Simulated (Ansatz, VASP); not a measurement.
# BN: VASP beside Ansatz

INCAR

```
SYSTEM = BN
ALGO     = Normal         ! electronic algorithm
EDIFF    = 1E-6           ! SCF threshold, eV
ENCUT    = 520            ! plane-wave cutoff, eV
GGA      = PE             ! functional
ISIF     = 2              ! what is computed and relaxed
ISMEAR   = 0              ! smearing method
IVDW     = 12             ! dispersion correction
LASPH    = .TRUE.         ! aspherical terms in the spheres
LCHARG   = .FALSE.        ! write CHGCAR
LREAL    = .FALSE.        ! projectors in reciprocal space
LWAVE    = .FALSE.        ! write WAVECAR
NBANDS   = 11             ! bands
NELM     = 80             ! most SCF steps
PREC     = Accurate       ! precision mode
SIGMA    = 0.05           ! smearing width, eV
```

The input KPOINTS:

```
k-points
0
G
  12 12 12
  0 0 0
```

Contents of POSCAR:

```
BN
1.0
    0.0000000000      3.4062718333      2.1688319106
    1.2287656182      0.0000000000      2.1688319106
    1.2287656182      3.4062718333      0.0000000000
B N
1 1
Direct
    0.0001068737      0.0001068737      0.9998931263
    0.6665931163      0.6665931163      0.3334068837
```

Input for Ansatz:

```yaml
crystal:
  lattice:
    - [0.0, 3.4062718333, 2.1688319106]
    - [1.2287656182, 0.0, 2.1688319106]
    - [1.2287656182, 3.4062718333, 0.0]
  atoms:
    - { symbol: B, position: [0.0001068737, 0.0001068737, 0.9998931263] }
    - { symbol: "N", position: [0.6665931163, 0.6665931163, 0.3334068837] }
basis:
  ecutwfc: 420
kpoints:
  mp_grid: { grid: [12, 12, 12] }
hamiltonian:
  xc: pbe
  dispersion: d3bj
scf:
  occupations: { method: gaussian, width: 0.05 }
output:
  forces: true
  stress: true
  eigenvalues: true
```

Change from the starting cell: strain -0.0200 x Voigt [1, -1, 0, 0, 0, 0], atoms carried along.

Alike in both runs: task single point; functional PBE; dispersion D3(BJ); k mesh 12 × 12 × 12; occupations gaussian, width 0.05 eV; no spin polarisation.

```csv
,VASP,Ansatz
version,VASP 6.6.1,Ansatz 0.2.0
potentials or method,"VASP PAW PBE potentials, release 64 (B, N), cutoff 520 eV","scalar-relativistic, plane waves, PAW"
valence electrons in the cell,8,8
```

```csv
,VASP,Ansatz,Ansatz less VASP
gap on the k mesh at the Fermi level (eV),3.70,3.71,+0.009
least direct gap on the mesh (eV),4.63,4.64,+0.003
pressure (GPa),7.4,7.3,-0.07
"traceless stress, the component that is largest in VASP (GPa)",11.73,11.60,-0.127
rms of the force components (eV/Å),0.167,0.167,+0.0001
```

Atom by atom the forces differ by 0.000 eV/Å (rms over components).
